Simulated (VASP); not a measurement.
Runs of VASP 6.6.1 on MgO (d3.b). The structure is that of space group Fm-3m (No. 225), or close to it. The cells are those of the table. 

| cell | gap on the mesh (eV) | pressure (GPa) |
| --- | --- | --- |
| a = 3.062 Å, angles 60.0°, 2 atoms | 3.96 | -12.5 |
| a = 2.945 Å, angles 60.0°, 2 atoms | (c) | 4.2 |
| a = 3.034 Å, angles 60.0°, 2 atoms | 4.21 | (a) |
| a = 3.005 Å, angles 60.0°, 2 atoms | 4.47 | -5.5 |
| a = 2.883 Å, angles 60.0°, 2 atoms | (b) | 17.3 |

Alike in all rows: task single point; level PBE+D3(BJ); potentials or basis VASP PAW PBE potentials, release 64 (Mg, O); no spin polarisation; k mesh 10 × 10 × 10; cutoff (eV) 600; smearing gaussian 0.02 eV.

Question: Fill in the values left out.

Answer: (a) -9.2; (b) 5.74; (c) 5.06.

